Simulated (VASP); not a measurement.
Input of a VASP 6.6.1 run:

Contents of INCAR:

```
  PREC = Accurate
  ENCUT = 520
  EDIFF = 1E-6
  ISMEAR = 0
  SIGMA = 0.1
  LREAL = False
  LASPH = True
  NELM = 100
  ALGO = Normal
  ISIF = 2
  LWAVE = False
  LCHARG = False
  GGA = PE
  NBANDS = 20
```

The input KPOINTS:

```
regular mesh
0
Gamma
  6 6 4
```

The input POSCAR:

```
Li3SiN2
1.0
    3.0255652300      0.0000000000      0.0000000000
    0.0000000000      3.0255652300      0.0000000000
    0.0000000000      0.0000000000      6.5848941500
Li Si N
3 1 2
Direct
    0.5000000000      0.0000000000      0.9983087800
    0.0000000000      0.5000000000      0.9983087800
    0.0000000000      0.0000000000      0.3792572600
    0.5000000000      0.5000000000      0.6236239100
    0.5000000000      0.5000000000      0.2665635600
    0.0000000000      0.0000000000      0.7339377400
```

Potentials or basis: VASP PAW PBE potentials, release 64 (Li_sv, Si, N).

The run is started by

```bash
$ cat potpaw_PBE.64/Li_sv/POTCAR potpaw_PBE.64/Si/POTCAR potpaw_PBE.64/N/POTCAR > POTCAR
$ mpirun -np 1 vasp_std > vasp.out
```

Task: Predict the largest force.

Result: 1.161 eV/Å.

Task: Estimate the band gap on the k mesh.

Result: Zero (an odd number of electrons rules out a gap without spin polarisation).

Forces on the atoms (eV/Å):
```
Li   0.000  0.000  0.506
Li   0.000  0.000  0.506
Li   0.000  0.000 -1.161
Si   0.000  0.000  0.609
N    0.000  0.000  0.048
N    0.000  0.000 -0.507
```

Caveat: an odd number of electrons without spin polarisation forces a metal; a magnetic or distorted state may lie lower.
